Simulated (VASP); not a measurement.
# Rh (Im-3m) in VASP: further runs, part 2 of 2

VASP 6.6.1.

## Step 3: Relaxation of cell and atoms, r2SCAN, collinear spin, ferromagnetic start

This run uses another cell than the first one, of 13.75 Å³/atom.

POSCAR reads:

```
Rh
1.0
   -1.5092612352      1.5092612352      1.5092612352
    1.5092612352     -1.5092612352      1.5092612352
    1.5092612352      1.5092612352     -1.5092612352
Rh
1
Direct
    0.0000000000      0.0000000000      0.0000000000
```

INCAR.step1 reads:

```
SYSTEM = Rh
PREC = Accurate
ENCUT = 680
ISMEAR = -1
SIGMA = 0.05
LREAL = .False.
LASPH = .True.
NELM = 200
ISPIN = 2
MAGMOM = 1
LMAXMIX = 4
GGA = PE
ALGO = Normal
EDIFF = 1E-5
LWAVE = .True.
LCHARG = .False.
GGA_COMPAT = .False.
IBRION = 2
ISIF = 3
EDIFFG = -0.005
NELMIN = 4
NSW = 100
```

INCAR.step2 reads:

```
SYSTEM = Rh
PREC = Accurate
ENCUT = 680
EDIFF = 1E-7
ISMEAR = -1
SIGMA = 0.05
LREAL = .False.
LASPH = .True.
NELM = 200
ALGO = Normal
ISIF = 3
LWAVE = .False.
LCHARG = .False.
ISPIN = 2
MAGMOM = 1
LORBIT = 11
LMAXMIX = 4
METAGGA = R2SCAN
LMIXTAU = .True.
IBRION = 2
NSW = 80
EDIFFG = -0.01
ISTART = 1
GGA_COMPAT = .False.
NELMIN = 4
```

KPOINTS reads:

```
regular mesh
0
Gamma
  15 15 15
  0 0 0
```

Potentials or basis: VASP PAW PBE potentials, release 64 (Rh_sv_GW).

On the command line:

```
$ cat potpaw_PBE.64/Rh_sv_GW/POTCAR > POTCAR
$ cp INCAR.step1 INCAR
$ mpirun -np 1 vasp_std > vasp.out
$ cp INCAR.step2 INCAR
$ mpirun -np 1 vasp_std > vasp.out
```

Wall time 8.1 min (1 thread of Intel Xeon 6975P-C (Granite Rapids), shared host); peak memory 0.22 GiB.

It converged, with:

* Free energy: -22.9665 eV
* Relaxed volume: 14.32 Å³/atom
* Relaxed cell: a = 2.649 Å, b = 2.649 Å, c = 2.649 Å, α = 109.47°, β = 109.47°, γ = 109.47°
* Space group after relaxing (to 0.1 Å): Im-3m (No. 229)
* Energy gained by relaxing: 17.8 meV/atom
* Ionic steps: 4
* Pressure after relaxing: -0.1 GPa
* Net moment: 0.93 μB per cell
* Site moments: Rh +0.93 μB
* Valence electrons inside the program's atomic spheres: Rh 14.93

The path:
| step | energy change (eV) | largest force (eV/Å) | pressure (GPa) | volume (Å³) |
| --- | --- | --- | --- | --- |
| 1 | 0.0000 | 0.0000 | 10.70 | 13.75 |
| 2 | 0.0582 | 0.0000 | -15.01 | 15.66 |
| 3 | -0.0178 | 0.0000 | 0.12 | 14.30 |
| 4 | -0.0178 | 0.0000 | -0.11 | 14.32 |

Final structure:
```
Rh
1.0
    -1.52963    1.52963    1.52963
     1.52963   -1.52963    1.52963
     1.52963    1.52963   -1.52963
Rh
1
Cartesian
  -1.5296 1.5296 1.5296
```

Levels at points of the mesh, in eV from the Fermi level:
Spin up:
```csv
k point,band 6,band 7,band 8,band 9,band 10,band 11,band 12,band 13
"(0.00, 0.00, 0.00)",-3.45,-3.45,-3.45,-1.38,-1.38,18.81,18.81,18.81
```
Spin down:
```csv
k point,band 4,band 5,band 6,band 7,band 8,band 9,band 10,band 11,band 12,band 13
"(0.00, 0.00, 0.00)",-47.11,-7.93,-2.78,-2.78,-2.78,0.02,0.02,18.88,18.88,18.88
```

Caveat: the PAW data sets were made with another functional, which shifts forces and pressure a little.

## Step 4: Single point, r2SCAN (13.56 Å³/atom)

This run uses another cell than the first one, of 13.56 Å³/atom.

POSCAR reads:

```
Rh
1.0
   -1.5023015355      1.5023015355      1.5023015355
    1.5023015355     -1.5023015355      1.5023015355
    1.5023015355      1.5023015355     -1.5023015355
Rh
1
Direct
    0.0000000000      0.0000000000      0.0000000000
```

INCAR.step1 reads:

```
PREC = Accurate ; ENCUT = 680
ISMEAR = -1 ; SIGMA = 0.1
LREAL = F ; LASPH = T
NELM = 120 ; NBANDS = 14
GGA = PE ; ALGO = Normal
EDIFF = 1E-5 ; LWAVE = T
LCHARG = F ; GGA_COMPAT = F
```

INCAR.step2 reads:

```
PREC = Accurate ; ENCUT = 680
EDIFF = 1E-6 ; ISMEAR = -1
SIGMA = 0.1 ; LREAL = F
LASPH = T ; NELM = 120
ALGO = Normal ; ISIF = 2
LWAVE = F ; LCHARG = F
METAGGA = R2SCAN ; LMIXTAU = T
NBANDS = 14 ; ISTART = 1
GGA_COMPAT = F
```

KPOINTS reads:

```
Automatic mesh
0
Gamma
  16 16 16
```

Potentials or basis: VASP PAW PBE potentials, release 64 (Rh_sv_GW).

On the command line:

```
$ cat potpaw_PBE.64/Rh_sv_GW/POTCAR > POTCAR
$ cp INCAR.step1 INCAR
$ mpirun -np 1 vasp_std > vasp.out
$ cp INCAR.step2 INCAR
$ mpirun -np 1 vasp_std > vasp.out
```

OUTCAR:

```text
PREC = Accurate
   ENCUT = 680
   EDIFF = 1E-6
   ISMEAR = -1
   LREAL = F
   LASPH = T
   NELM = 120
   ISIF = 2
   METAGGA = R2SCAN
   ISTART = 1

 ion  position               nearest neighbor table
   1  0.000  0.000  0.000-

  LATTYP: Found a body centered cubic cell.
 ALAT       =     3.0046030710

  Lattice vectors:

 A1 = (  -1.5023015355,   1.5023015355,   1.5023015355)
 A2 = (   1.5023015355,  -1.5023015355,   1.5023015355)
 A3 = (   1.5023015355,   1.5023015355,  -1.5023015355)

Analysis of symmetry for initial positions (statically):
=====================================================================
 Subroutine PRICEL returns:
 Original cell was already a primitive cell.

 Routine SETGRP: Setting up the symmetry group for a
 body centered cubic supercell.

 Subroutine GETGRP returns: Found 48 space group operations
 (whereof 48 operations were pure point group operations)
 out of a pool of 48 trial point group operations.

The static configuration has the point symmetry O_h .

[... 166 lines left out ...]
  band No.  band energies     occupation
      1     -70.1153      2.00000
      2     -36.7323      2.00000
      3     -36.7323      2.00000
      4     -36.7323      2.00000
      5       2.7066      2.00000
      6       7.6187      2.00000
      7       7.6187      2.00000
      8       7.6187      2.00000
      9      10.2009      1.98978
     10      10.2009      1.98978
     11      29.8654      0.00000
     12      29.8654      0.00000
     13      29.8654      0.00000
     14      40.9415      0.00000
[... 377 lines left out ...]
      1     -69.9900      2.00000
      2     -37.3830      2.00000
      3     -37.0034      2.00000
      4     -36.8025      2.00000
      5       5.5360      2.00000
      6       6.5047      2.00000
      7       7.7312      2.00000
      8       9.7573      1.99988
      9      10.7416      0.93233
     10      13.3253      0.00000
     11      24.8494      0.00000
     12      26.2805      0.00000
     13      30.6051      0.00000
     14      34.1982      0.00000

 [... further k-points ...]

------------------------ aborting loop because EDIFF is reached ----------------------------------------

  FORCE on cell =-STRESS in cart. coord.  units (eV):
  Direction    XX          YY          ZZ          XY          YZ          ZX
  --------------------------------------------------------------------------------------
  -------------------------------------------------------------------------------------
  Total        0.9918698      0.9918698      0.9918698      0.0000000      0.0000000     -0.0000000
  in kB      117.1747184    117.1747184    117.1747184      0.0000000      0.0000000     -0.0000000
  external PRESSURE =     117.1747184 kB  Pullay stress =       0.0000000 kB

 VOLUME and BASIS-vectors are now :
 -----------------------------------------------------------------------------
  energy-cutoff  :      680.00
  volume of cell :       13.56
      direct lattice vectors                 reciprocal lattice vectors
    -1.502301536  1.502301536  1.502301536     0.000000000  0.332822665  0.332822665
     1.502301536 -1.502301536  1.502301536     0.332822665  0.000000000  0.332822665
     1.502301536  1.502301536 -1.502301536     0.332822665  0.332822665  0.000000000

 POSITION                                       TOTAL-FORCE (eV/Angst)
 -----------------------------------------------------------------------------------
      0.00000      0.00000      0.00000        -0.000000      0.000000     -0.000000
 -----------------------------------------------------------------------------------
    total drift:                               -0.000000      0.000000      0.000000

  FREE ENERGIE OF THE ION-ELECTRON SYSTEM (eV)
  ---------------------------------------------------
  free  energy   TOTEN  =       -22.9295930062 eV

  energy  without entropy=      -22.8618472952  energy(sigma->0) =      -22.89572015
```

Run time: 2.2 min. Hardware: 1 thread of AMD EPYC 7R43 (Zen 3), shared host; peak memory 0.16 GiB.

What came out:

| Quantity | Value |
| --- | --- |
| Free energy | -22.9296 eV |
| Pressure | 11.7 GPa |
| Band gap on the k mesh | zero (an odd number of electrons rules out a gap without spin polarisation) |

Caveat: the cell stands under pressure; the PAW data sets were made with another functional, which shifts forces and pressure a little.

## Step 5: Overview

```tsv
task	spin	cell	k mesh	smearing	gap on the mesh (eV)	pressure (GPa)
single point	off	a = 2.638 Å, angles 109.5°, 1 atom	15 × 15 × 15	fermi-dirac 0.1 eV	none	0.2
relaxation of cell and atoms	collinear, ferromagnetic start	relaxed from a = 2.614 Å, angles 109.5°, 1 atom	15 × 15 × 15	fermi-dirac 0.05 eV	none	-0.1
single point	off	a = 2.602 Å, angles 109.5°, 1 atom	16 × 16 × 16	fermi-dirac 0.1 eV	none	11.7
```

Alike in all rows: level r2SCAN; potentials or basis VASP PAW PBE potentials, release 64 (Rh_sv_GW); cutoff (eV) 680.

Caveats: the PAW data sets were made with another functional, which shifts forces and pressure a little; the cell stands under pressure (at least some runs).

Total energies depend on the potentials used, so only differences within one code and one set of settings carry meaning.
